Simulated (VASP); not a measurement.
Input of a VASP 6.6.1 run:

The input INCAR:

```
  PREC = Accurate
  ENCUT = 520
  EDIFF = 1E-6
  ISMEAR = 0
  SIGMA = 0.1
  LREAL = False
  LASPH = True
  NELM = 100
  ALGO = Normal
  ISIF = 2
  LWAVE = False
  LCHARG = False
  GGA = PE
  NBANDS = 20
```

KPOINTS

```
regular mesh
0
Gamma
  4 4 4
```

Contents of POSCAR:

```
Al3W
1.0
    4.9613231722      0.0000000000      0.0000000000
    0.0000000000      4.9613231722      0.0000000000
    0.0000000000      0.0000000000      4.9613231722
Al W
3 1
Direct
    0.0000000000      0.0000000000      0.5000000000
    0.0000000000      0.5000000000      0.0000000000
    0.5000000000      0.0000000000      0.0000000000
    0.0000000000      0.0000000000      0.0000000000
```

Potentials or basis: VASP PAW PBE potentials, release 64 (Al, W_sv).

Run with:

```sh
$ cat potpaw_PBE.64/Al/POTCAR potpaw_PBE.64/W_sv/POTCAR > POTCAR
$ mpirun -np 1 vasp_std > vasp.out
```

(1) Predict the pressure.

(2) What does it give for the band gap on the k mesh?

Answers

(1) 0.1 GPa.

(2) zero (an odd number of electrons rules out a gap without spin polarisation).

Caveat: spin-orbit coupling is left out, which moves the levels of the heavy elements.
